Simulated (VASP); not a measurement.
# MgZn2TeS2 (Pmmm) in VASP: further runs, part 2 of 2

VASP 6.6.1. Earlier steps stand in the parts before.

**4. Single point, PBE**

This run uses another cell than the first one, of 24.13 Å³/atom.

Input file INCAR:

```
PREC = Accurate
ENCUT = 520
EDIFF = 1E-6
ISMEAR = 0
SIGMA = 0.1
LREAL = F
LASPH = T
NELM = 80
ALGO = Normal
ISIF = 2
LWAVE = F
LCHARG = F
GGA = PE
NBANDS = 31
```

Input file KPOINTS:

```
Automatic mesh
0
Gamma
  4 4 2
```

Input file POSCAR:

```
MgZn2TeS2
1.0
    5.5409134339      0.0000000000      0.0000000000
    0.0000000000      4.7749096791      0.0000000000
    0.0000000000      0.0000000000      5.4718775145
Mg Zn Te S
1 2 1 2
Direct
    0.5000000000      0.5000000000      0.5000000000
    0.0000000000      0.0000000000      0.7323068151
    0.0000000000      0.0000000000      0.2676931849
    0.5000000000      0.5000000000      0.0000000000
    0.5000000000      0.0000000000      0.5000000000
    0.0000000000      0.5000000000      0.0000000000
```

Run with:

```sh
> cat potpaw_PBE.64/Mg/POTCAR potpaw_PBE.64/Zn/POTCAR potpaw_PBE.64/Te/POTCAR potpaw_PBE.64/S/POTCAR > POTCAR
> mpirun -np 1 vasp_std > vasp.out
```

Wall time 35 s (1 thread of AMD EPYC 9R45 (Zen 5), shared host); peak memory 0.26 GiB.

Results (log left out):

```
Free energy            : -15.5686 eV
Pressure               : -0.2 GPa
Largest force          : 0.007 eV/Å
Band gap on the k mesh : zero (bands 22 and 23 overlap by 0.97 eV)
```

Forces on the atoms (eV/Å):
```
Mg   0.000  0.000  0.000
Zn   0.000  0.000 -0.007
Zn   0.000  0.000  0.007
Te   0.000  0.000  0.000
S    0.000  0.000  0.000
S    0.000  0.000  0.000
```

Stress tensor (GPa, compression positive):
```
-0.19  0.00  0.00
 0.00 -0.28  0.00
 0.00  0.00 -0.04
```

Levels at points of the mesh, in eV from the Fermi level:
| k point | band 20 | band 21 | band 22 | band 23 | band 24 | band 25 |
| --- | --- | --- | --- | --- | --- | --- |
| (0.00, 0.00, 0.00) | -2.19 | -0.48 | 0.16 | 0.22 | 1.93 | 3.03 |
| (0.50, 0.00, 0.00) | -0.90 | -0.50 | -0.49 | -0.33 | 1.34 | 1.47 |
| (0.00, 0.50, 0.00) | -1.64 | -1.49 | -0.76 | 1.18 | 1.62 | 2.91 |
| (0.50, 0.50, 0.00) | -1.97 | -1.74 | -0.87 | 0.16 | 0.88 | 0.90 |
| (0.00, 0.00, 0.50) | -2.60 | -0.73 | -0.71 | -0.30 | 3.06 | 3.20 |
| (0.50, 0.00, 0.50) | -2.11 | -1.80 | -1.06 | -0.63 | 0.84 | 2.29 |
| (0.00, 0.50, 0.50) | -2.63 | -0.59 | 0.34 | 2.06 | 2.18 | 2.35 |
| (0.50, 0.50, 0.50) | -0.93 | -0.62 | 0.18 | 0.22 | 1.84 | 2.30 |

Caveat: the k points lie up to 0.57 Å⁻¹ apart, too coarse for converged energies and pressures of a metal; spin-orbit coupling is left out, which moves the levels of the heavy elements.

**5. Relaxation of cell and atoms, PBE**

Input file INCAR:

```
PREC = Accurate
ENCUT = 600
EDIFF = 1E-6
ISMEAR = 0
SIGMA = 0.1
LREAL = F
LASPH = T
NELM = 80
ALGO = Normal
ISIF = 3
LWAVE = F
LCHARG = F
GGA = PE
IBRION = 2
NSW = 90
EDIFFG = -0.04
```

KPOINTS is that of step 4.

Input file POSCAR:

```
MgZn2TeS2
1.0
    3.9672948400      0.0000000000      0.0000000000
    0.0000000000      4.4018560700      0.0000000000
    0.0000000000      0.0000000000      7.5749869500
Mg Zn Te S
1 2 1 2
Direct
    0.5000000000      0.5000000000      0.5000000000
    0.0000000000      0.0000000000      0.7470539800
    0.0000000000      0.0000000000      0.2529460200
    0.5000000000      0.5000000000      0.0000000000
    0.5000000000      0.0000000000      0.5000000000
    0.0000000000      0.5000000000      0.0000000000
```

Run with:

```sh
> cat potpaw_PBE.64/Mg/POTCAR potpaw_PBE.64/Zn/POTCAR potpaw_PBE.64/Te/POTCAR potpaw_PBE.64/S/POTCAR > POTCAR
> mpirun -np 1 vasp_std > vasp.out
```

Wall time 7.5 min (1 thread of AMD EPYC 9R45 (Zen 5), shared host); peak memory 0.3 GiB.

Results (log left out):

```yaml
Free_energy: -15.5538 eV
Relaxed_volume: 24.04 Å³/atom
Relaxed_cell: a = 5.531 Å, b = 4.760 Å, c = 5.478 Å, α = 90.00°, β = 90.00°, γ = 90.00°
Space_group_after_relaxing_to_0.1_Å: Pmmm (No. 47)
Energy_gained_by_relaxing: 1271.5 meV/atom
Ionic_steps: 23
Pressure_after_relaxing: -0.1 GPa
Largest_force_after_relaxing: 0.026 eV/Å
Band_gap_on_the_k_mesh: zero (bands 22 and 23 overlap by 0.96 eV)
```

Forces on the atoms (eV/Å):
```
Mg   0.000  0.000  0.000
Zn   0.000  0.000 -0.026
Zn   0.000  0.000  0.026
Te   0.000  0.000  0.000
S    0.000  0.000  0.000
S    0.000  0.000  0.000
```

Step by step:
```tsv
step	energy change (eV)	largest force (eV/Å)	pressure (GPa)	volume (Å³)
1	0.0000	0.0768	26.22	132.29
2	-5.6763	0.4164	-4.81	204.80
3	-5.8679	0.2895	-0.77	173.95
4	-5.9490	0.3327	-3.17	187.48
5	-5.9570	0.3189	-2.81	184.99
6	-6.3613	0.2814	-1.92	173.14
7	-6.5303	0.8395	6.41	138.78
8	-6.7386	0.0119	0.40	157.55
9	-6.7831	0.2693	2.31	149.82
10	-6.9511	0.4717	2.44	146.51
11	-7.0645	0.8202	3.26	141.32
12	-7.2992	0.6787	1.05	144.97
13	-7.4674	0.4724	-1.47	150.76
14	-7.4749	0.4267	-1.92	152.08
15	-7.5436	0.4011	-1.40	149.34
16	-7.6142	0.0984	0.27	143.06
17	-7.6149	0.1550	0.00	143.85
18	-7.6150	0.1392	0.08	143.63
19	-7.6251	0.0829	0.14	143.50
20	-7.6258	0.0627	0.18	143.46
21	-7.6276	0.0563	0.02	143.95
22	-7.6285	0.0484	-0.19	144.66
23	-7.6293	0.0257	-0.06	144.22
```

Final structure:
```
Mg Zn Te S
1.0
     5.53128    0.00000    0.00000
     0.00000    4.75998    0.00000
     0.00000    0.00000    5.47780
Mg Zn Te S
1 2 1 2
Direct
  0.50000 0.50000 0.50000
  0.00000 0.00000 0.73248
  0.00000 0.00000 0.26752
  0.50000 0.50000 0.00000
  0.50000 0.00000 0.50000
  0.00000 0.50000 0.00000
```

Levels at points of the mesh, in eV from the Fermi level:
```csv
k point,band 18,band 19,band 20,band 21,band 22,band 23,band 24,band 25,band 26
"(0.00, 0.00, 0.00)",-2.98,-2.91,-2.21,-0.47,0.15,0.23,1.94,3.04,3.20
"(0.50, 0.00, 0.00)",-3.38,-1.95,-0.90,-0.50,-0.49,-0.33,1.34,1.47,2.18
"(0.00, 0.50, 0.00)",-3.12,-2.63,-1.64,-1.49,-0.77,1.16,1.61,2.91,3.29
"(0.50, 0.50, 0.00)",-2.76,-2.45,-1.99,-1.75,-0.86,0.13,0.86,0.91,3.43
"(0.00, 0.00, 0.50)",-3.17,-3.01,-2.59,-0.73,-0.71,-0.29,3.07,3.20,3.51
"(0.50, 0.00, 0.50)",-2.35,-2.22,-2.11,-1.80,-1.06,-0.63,0.85,2.29,3.49
"(0.00, 0.50, 0.50)",-3.00,-2.96,-2.64,-0.59,0.33,2.05,2.17,2.37,3.87
"(0.50, 0.50, 0.50)",-3.63,-1.80,-0.94,-0.61,0.17,0.22,1.86,2.28,3.54
```

Caveat: the k points lie up to 0.57 Å⁻¹ apart in the final cell, too coarse for converged energies and pressures of a metal; a cell axis changed by over 15 % at a fixed basis, so the end point is rough; spin-orbit coupling is left out, which moves the levels of the heavy elements.

**6. Overview**

```tsv
task	cell	k mesh	cutoff (eV)	gap on the mesh (eV)	pressure (GPa)	largest force (eV/Å)
single point	a = 3.967, b = 4.402, c = 7.575 Å, 6 atoms, atomic positions A	4 × 4 × 2	520	none	26.2	0.08
single point	a = 4.746, b = 5.536, c = 5.501 Å, 6 atoms, atomic positions B	4 × 4 × 4	520	none	0.0	0.02
single point	a = 5.541, b = 4.775, c = 5.472 Å, 6 atoms, atomic positions C	4 × 4 × 2	520	none	-0.2	0.01
relaxation of cell and atoms	relaxed from a = 3.967, b = 4.402, c = 7.575 Å, 6 atoms, atomic positions A	4 × 4 × 2	600	none	-0.1	0.03
```

Alike in all rows: level PBE; potentials or basis VASP PAW PBE potentials, release 64 (Mg, Zn, Te, S); no spin polarisation; smearing gaussian 0.1 eV.

Caveats: some runs use coarse meshes; spin-orbit coupling is left out, which moves the levels of the heavy elements; a cell axis changed by over 15 % at a fixed basis, so the end point is rough (at least some runs).

Total energies depend on the potentials used, so only differences within one code and one set of settings carry meaning.
